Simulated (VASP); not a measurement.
# CuO (C2/c) in VASP: further runs

The runs below take CuO through relaxation of cell and atoms, with PBE.

All numbers are computed with VASP 6.6.1; they aren't measurements. Logs are shortened: lines on timing, memory, paths and dates and some standing lists are left out, and cuts for length are marked.

### Step 1. The cell of the first run

The structure is monoclinic, space group C2/c (No. 15). The conventional cell has a = 4.684 Å, b = 3.423 Å, c = 5.129 Å, α = 90.00°, β = 99.54°, γ = 90.00°. Cu (site symmetry -1) has 4 O at 1.95 to 1.96 Å within 2.6 Å. O (site symmetry 2) has 6 Cu at 1.95 to 2.78 Å and 6 O at 2.62 to 2.90 Å within 3.0 Å.

### Step 2. Relaxation of cell and atoms, PBE

Contents of INCAR:

```
ALGO = Normal
EDIFF = 1E-6
EDIFFG = -0.01
ENCUT = 600
GGA = PE
IBRION = 2
ISIF = 3
ISMEAR = -1
LASPH = True
LCHARG = False
LREAL = False
LWAVE = False
NELM = 60
NSW = 80
PREC = Accurate
SIGMA = 0.1
```

Contents of KPOINTS:

```
k-points
0
Gamma
  9 9 5
```

Contents of POSCAR:

```
CuO
1.0
    2.3418500000     -1.7113000000      0.0000000000
    2.3418500000      1.7113000000      0.0000000000
   -0.8500270000      0.0000000000      5.0578690000
Cu O
2 2
Direct
    0.0000000000      0.5000000000      0.0000000000
    0.5000000000      0.0000000000      0.5000000000
    0.5816000000      0.4184000000      0.2500000000
    0.4184000000      0.5816000000      0.7500000000
```

Potentials or basis: VASP PAW PBE potentials, release 64 (Cu, O).

Run with:

```sh
> cat potpaw_PBE.64/Cu/POTCAR potpaw_PBE.64/O/POTCAR > POTCAR
> mpirun -np 1 vasp_std > vasp.out
```

OUTCAR:

```text
EDIFF = 1E-6
   EDIFFG = -0.01
   ENCUT = 600
   GGA = PE
   IBRION = 2
   ISIF = 3
   ISMEAR = -1
   LASPH = True
   LREAL = False
   NELM = 60
   NSW = 80
   PREC = Accurate

 ion  position               nearest neighbor table
   1  0.000  0.500  0.000-   3 1.95   4 1.95   4 1.96   3 1.96
   2  0.500  0.000  0.500-   4 1.95   3 1.95   4 1.96   3 1.96
   3  0.582  0.418  0.250-   2 1.95   1 1.95   2 1.96   1 1.96
   4  0.418  0.582  0.750-   1 1.95   2 1.95   2 1.96   1 1.96

  LATTYP: Found a base centered monoclinic cell.
 ALAT       =     4.6837000000
 B/A-ratio  =     0.7307470589
 C/A-ratio  =     1.0950316075
 COS(beta)  =    -0.1657360545

  Lattice vectors:

 A1 = (   2.3418500000,  -1.7113000000,   0.0000000000)
 A2 = (   2.3418500000,   1.7113000000,   0.0000000000)
 A3 = (  -0.8500270000,   0.0000000000,   5.0578690000)

Analysis of symmetry for initial positions (statically):
=====================================================================
 Subroutine PRICEL returns:
 Original cell was already a primitive cell.

 Routine SETGRP: Setting up the symmetry group for a
 base centered monoclinic supercell.

 Subroutine GETGRP returns: Found  4 space group operations
 (whereof  2 operations were pure point group operations)
 out of a pool of  4 trial point group operations.

The static configuration has the point symmetry S_2 .
 The point group associated with its full space group is C_2h.

Analysis of symmetry for dynamics (positions and initial velocities):
=====================================================================
 Subroutine PRICEL returns:
 Original cell was already a primitive cell.

 Routine SETGRP: Setting up the symmetry group for a
 base centered monoclinic supercell.

 Subroutine GETGRP returns: Found  4 space group operations
 (whereof  2 operations were pure point group operations)
 out of a pool of  4 trial point group operations.

The dynamic configuration has the point symmetry S_2 .
 The point group associated with its full space group is C_2h.

 Subroutine INISYM returns: Found  4 space group operations
 (whereof  2 operations are pure point group operations),
 and found     1 'primitive' translations

----------------------------------------------------------------------------------------

                                     Primitive cell

  volume of cell :      40.5399

  direct lattice vectors                    reciprocal lattice vectors
     2.341850000 -1.711300000  0.000000000     0.213506416 -0.292175539  0.035881953
     2.341850000  1.711300000  0.000000000     0.213506416  0.292175539  0.035881953
    -0.850027000  0.000000000  5.057869000     0.000000000  0.000000000  0.197711724

  length of vectors
     2.900484289  2.900484289  5.128799540     0.363646875  0.363646875  0.197711724

  position of ions in fractional coordinates (direct lattice)
     1.000000000  0.500000000  0.000000000
     0.500000000  1.000000000  0.500000000
     0.581600000  0.418400000  0.250000000
     0.418400000  0.581600000  0.750000000

  ion indices of the primitive-cell ions
   primitive index   ion index
                 1           1
                 2           2
                 3           3
                 4           4

----------------------------------------------------------------------------------------

 KPOINTS: k-points

Automatic generation of k-mesh.
 Grid dimensions read from file:
 generate k-points for:    9    9    5

 Generating k-lattice:

  Cartesian coordinates                     Fractional coordinates (reciprocal lattice)
     0.023722935 -0.032463949  0.003986884     0.111111111  0.000000000  0.000000000
     0.023722935  0.032463949  0.003986884     0.000000000  0.111111111  0.000000000
     0.000000000  0.000000000  0.039542345     0.000000000  0.000000000  0.200000000

  Length of vectors
     0.040405208  0.040405208  0.039542345

  Shift w.r.t. Gamma in fractional coordinates (k-lattice)
     0.000000000  0.000000000  0.000000000

 Subroutine IBZKPT returns following result:
 ===========================================

 Found    115 irreducible k-points:

 Following reciprocal coordinates:
            Coordinates               Weight
  0.000000  0.000000  0.000000      1.000000
  0.111111 -0.000000  0.000000      4.000000
  0.222222  0.000000  0.000000      4.000000
  0.333333  0.000000  0.000000      4.000000
  0.444444  0.000000  0.000000      4.000000
  0.111111  0.111111  0.000000      2.000000
[... 16 lines left out ...]
 -0.333333  0.333333  0.000000      2.000000
  0.444444  0.444444  0.000000      2.000000
 [... further k-points ...]
   k-points           NKPTS =    115   k-points in BZ     NKDIM =    115   number of bands    NBANDS=     21
   number of dos      NEDOS =    301   number of ions     NIONS =      4
   total plane-waves  NPLWV =  24192
   dimension x,y,z NGX =    24 NGY =   24 NGZ =   42
   dimension x,y,z NGXF=    48 NGYF=   48 NGZF=   84
   ions per type =               2   2
   NGX,Y,Z   is equivalent  to a cutoff of  13.76, 13.76, 13.61 a.u.
   NGXF,Y,Z  is equivalent  to a cutoff of  27.51, 27.51, 27.23 a.u.
 SYSTEM =  unknown system
   PREC   = accura    normal or accurate (medium, high low for compatibility)
   ISTART =      0    job   : 0-new  1-cont  2-samecut
   ICHARG =      2    charge: 1-file 2-atom 10-const
   ISPIN  =      1    spin polarized calculation?
   LNONCOLLINEAR =      F non collinear calculations
   LSORBIT =      F    spin-orbit coupling
   LASPH  =      T    aspherical Exc in radial PAW
   ENCUT  =  600.0 eV  44.10 Ry    6.64 a.u.   5.79  5.79 10.24*2*pi/ulx,y,z
   NELM   =     60;   NELMIN=  2; NELMDL= -5     # of ELM steps
   EDIFF  = 0.1E-05   stopping-criterion for ELM
   LREAL  =      F    real-space projection
   EDIFFG = -.1E-01   stopping-criterion for IOM
   NSW    =     80    number of steps for IOM
   IBRION =      2    ionic relax: 0-MD 1-quasi-New 2-CG
   NFREE  =      1    steps in history (QN), initial steepest desc. (CG)
   ISIF   =      3    stress and relaxation
   ISYM   =      2    0-nonsym 1-usesym 2-fastsym
   POTIM  = 0.5000    time-step for ionic-motion
   TEBEG  =    0.0;   TEEND  =   0.0 temperature during run
   PSTRESS=    0.0 pullay stress
   NELECT =      34.0000    total number of electrons
   NUPDOWN=      -1.0000    fix difference up-down
   EMIN   =  10.00;   EMAX   =-10.00  energy-range for DOS
   EFERMI =   0.00;   METHOD = LEGACY
   ISMEAR =    -1;   SIGMA  =   0.10  broadening in eV -4-tet -1-fermi 0-gaus
   EFERMI_NEDOS =   21; number of points for ismear=-14 and -15
   IALGO  =     38    algorithm
   IMIX   =      4    mixing-type and parameters
     AMIX     =   0.40;   BMIX     =  1.00
     AMIX_MAG =   1.60;   BMIX_MAG =  1.00
  volume/ion in A,a.u.               =      10.13        68.39
  Fermi-wavevector in a.u.,A,eV,Ry     =   1.543856  2.917465 32.429381  2.383492
  Thomas-Fermi vector in A             =   2.649460
   LORBIT       =      0    0 simple, 1 ext, 2 COOP (PROOUT), +10 PAW based schemes
   GGA     = PE    functional components
   LHFCALC =     F    Hartree Fock is set to
   AEXX    =    0.0000 exact exchange contribution
   IVDW    =     0    specifies the selected vdW correction
   LEPSILON=     F    determine dielectric tensor
   LRPA    =     F    only Hartree local field effects (RPA)
 conjugate gradient relaxation of ions
 non-spin polarized calculation
  energy-cutoff  :      600.00
  volume of cell :       40.54
 maximum number of plane-waves:      1365
   NGX = 11   NGY = 11   NGZ = 21

--------------------------------------- Ionic step        1  -------------------------------------------

 number of electron      33.9999983 magnetization

 Free energy of the ion-electron system (eV)
  ---------------------------------------------------
  ext. energy  EPLUGINS =         0.00000000
  ---------------------------------------------------
  free energy    TOTEN  =       -19.56375340 eV

  energy without entropy =      -19.49084799  energy(sigma->0) =      -19.52730069

------------------------ aborting loop because EDIFF is reached ----------------------------------------

  FORCE on cell =-STRESS in cart. coord.  units (eV):
  Direction    XX          YY          ZZ          XY          YZ          ZX
  --------------------------------------------------------------------------------------
  -------------------------------------------------------------------------------------
  Total        1.5718112      1.8229657      1.4500697      0.0000000      0.0000000     -0.2753915
  in kB       62.1195295     72.0454056     57.3081875      0.0000000      0.0000000    -10.8837455
  external PRESSURE =      63.8243742 kB  Pullay stress =       0.0000000 kB
[... 95 lines left out ...]
  FREE ENERGIE OF THE ION-ELECTRON SYSTEM (eV)
  ---------------------------------------------------
  free  energy   TOTEN  =       -19.5985210654 eV

  energy  without entropy=      -19.5239506129  energy(sigma->0) =      -19.56123584

[... ionic steps 4 to 32 ...]

--------------------------------------- Ionic step       33  -------------------------------------------

 number of electron      34.0000019 magnetization

------------------------ aborting loop because EDIFF is reached ----------------------------------------

  FORCE on cell =-STRESS in cart. coord.  units (eV):
  Direction    XX          YY          ZZ          XY          YZ          ZX
  --------------------------------------------------------------------------------------
  -------------------------------------------------------------------------------------
  Total       -0.0514826      0.0092534     -0.0416056      0.0000000      0.0000000      0.0306575
  in kB       -1.8412653      0.3309464     -1.4880162      0.0000000      0.0000000      1.0964606
  external PRESSURE =      -0.9994450 kB  Pullay stress =       0.0000000 kB
[... 61 lines left out ...]
  energy  without entropy=      -19.6792049911  energy(sigma->0) =      -19.71765928

--------------------------------------- Ionic step       35  -------------------------------------------

 number of electron      34.0000020 magnetization

 Free energy of the ion-electron system (eV)
  ---------------------------------------------------
  ext. energy  EPLUGINS =         0.00000000
  ---------------------------------------------------
  free energy    TOTEN  =       -19.75611514 eV

  energy without entropy =      -19.67920462  energy(sigma->0) =      -19.71765988

 E-fermi :   4.7347     XC(G=0): -11.2561

 val. band max:        4.7329461163   @ k =   0.4444   0.0000   0.2000
 cond. band min:       4.7515839087   @ k =  -0.4444  -0.0000   0.2000
 fundamental gap:      0.0186377925
 Fermi energy:         4.7347034491

 k-point     1 :       0.0000    0.0000    0.0000
  band No.  band energies     occupation
      1     -14.9306      2.00000
      2     -13.6599      2.00000
      3      -3.2247      2.00000
      4      -0.6399      2.00000
      5      -0.5147      2.00000
      6       1.0898      2.00000
[... 550 lines left out ...]
      5      -0.9845      2.00000
      6      -0.4052      2.00000
[... 13 lines left out ...]
     20      11.4940      0.00000
     21      14.7055      0.00000

 [... further k-points ...]
[... 5 lines left out ...]
  --------------------------------------------------------------------------------------
  -------------------------------------------------------------------------------------
  Total       -0.0377101      0.0196744     -0.0298934      0.0000000      0.0000000      0.0220043
  in kB       -1.3478098      0.7031883     -1.0684290      0.0000000      0.0000000      0.7864644
  external PRESSURE =      -0.5710168 kB  Pullay stress =       0.0000000 kB
[... 19 lines left out ...]
  FREE ENERGIE OF THE ION-ELECTRON SYSTEM (eV)
  ---------------------------------------------------
  free  energy   TOTEN  =       -19.7561151386 eV

  energy  without entropy=      -19.6792046220  energy(sigma->0) =      -19.71765988

 reached required accuracy - stopping structural energy minimisation
```

Run time: 36 min. Hardware: 1 thread of AMD EPYC 7R13 (Zen 3), shared host; peak memory 0.22 GiB.

What came out:

```
Free energy                           : -19.7561 eV
Relaxed volume                        : 11.21 Å³/atom
Relaxed cell                          : a = 2.947 Å, b = 2.947 Å, c = 5.172 Å, α = 90.52°, β = 90.52°, γ = 86.45°
Space group after relaxing (to 0.1 Å) : Cccm (No. 66)
Energy gained by relaxing             : 48.1 meV/atom
Ionic steps                           : 35
Pressure after relaxing               : -0.1 GPa
Largest force after relaxing          : 0.006 eV/Å
Band gap on the k mesh                : zero (bands 17 and 18 overlap by 0.89 eV)
```

Forces in eV/Å, atoms in the order of the input:
```
Cu   0.000  0.000  0.000
Cu   0.000  0.000  0.000
O    0.000  0.006  0.000
O    0.000 -0.006  0.000
```

The path:
```csv
step,energy change (eV),largest force (eV/Å),pressure (GPa),volume (Å³)
1,0.0000,0.2170,6.38,40.54
2,-0.0292,0.3212,-3.03,42.95
3,-0.0348,0.2895,-0.47,42.23
4,-0.0491,0.2398,-0.33,42.40
5,-0.0777,0.0703,0.08,42.90
6,-0.0564,0.3483,2.06,43.81
7,-0.0829,0.0627,0.77,43.19
8,-0.0946,0.0412,0.36,43.49
9,-0.1225,0.0065,-1.12,44.38
10,-0.1456,0.0482,-3.83,46.02
11,-0.1582,0.0398,-3.18,45.85
12,-0.1729,0.0319,-1.77,45.51
13,-0.1708,0.0351,0.81,44.71
14,-0.1772,0.0265,-0.52,45.18
15,-0.1822,0.0268,-0.20,45.06
16,-0.1885,0.0265,-0.01,44.80
17,-0.1893,0.0263,0.38,44.67
18,-0.1893,0.0263,0.21,44.69
19,-0.1896,0.0307,-0.11,44.76
20,-0.1897,0.0327,-0.30,44.81
21,-0.1898,0.0372,-0.65,44.91
22,-0.1898,0.0332,-0.35,44.87
23,-0.1900,0.0343,-0.39,44.86
24,-0.1906,0.0350,-0.26,44.82
25,-0.1914,0.0362,0.13,44.75
26,-0.1913,0.0430,0.80,44.59
27,-0.1916,0.0393,0.49,44.67
28,-0.1918,0.0377,0.39,44.71
29,-0.1921,0.0306,-0.08,44.80
30,-0.1922,0.0268,0.05,44.79
31,-0.1923,0.0104,0.05,44.77
32,-0.1923,0.0066,0.15,44.76
33,-0.1924,0.0025,-0.10,44.80
34,-0.1924,0.0035,0.10,44.80
35,-0.1924,0.0063,-0.06,44.83
```

Final structure:
```
CELL_PARAMETERS angstrom
2.14150 -2.01830 0.15655
2.14150 2.01830 0.15655
-0.44133 0.00000 5.15341
ATOMIC_POSITIONS crystal
Cu 0.00000 0.50000 0.00000
Cu 0.50000 0.00000 0.50000
O 0.50363 0.49637 0.25000
O 0.49637 0.50363 0.75000
```

Caveat: semilocal functionals often make such compounds metallic where correlation or magnetic order opens a gap, which also shifts bond lengths.

[end of part 1 of 2]

The gap in the log of VASP goes by the Fermi energy; the results here count the filled bands.